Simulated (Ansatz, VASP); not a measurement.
**Nb4C: VASP beside Ansatz**

```xyz
5
Lattice="0.0000 3.7167 3.7167 3.7167 0.0000 3.7167 3.7167 3.7167 0.0000" Properties=species:S:1:pos:R:3 pbc="T T T"
Nb    2.8125    2.8125    2.8125
Nb    4.6208    4.6208    2.8125
Nb    4.6208    2.8125    4.6208
Nb    2.8125    4.6208    4.6208
C     0.0000    0.0000    0.0000
```

Alike in both runs: functional PBE; k mesh 4 × 4 × 4; occupations gaussian, width 0.1 eV; no spin polarisation.

Ansatz relaxed the structure, and its values are those at the end. VASP's run is a single point on that final structure, the one shown.

```csv
,VASP,Ansatz
version,VASP 6.6.1,Ansatz 0.2.0
potentials or method,"VASP PAW PBE potentials, release 64 (Nb_sv, C), cutoff 520 eV","scalar-relativistic, plane waves, PAW"
valence electrons in the cell,56,56
```

Ansatz gave:

* gap on the k mesh at the Fermi level (eV): none
* pressure (GPa): 0.1
* rms of the force components (eV/Å): 0.017

Which values does VASP return?

gap on the k mesh at the Fermi level (eV): none; pressure (GPa): 0.0; rms of the force components (eV/Å): 0.023.

A gap of «none» marks a metal or a gap that the smearing closes.

The k mesh is coarse, so the values compare programs but aren't converged.
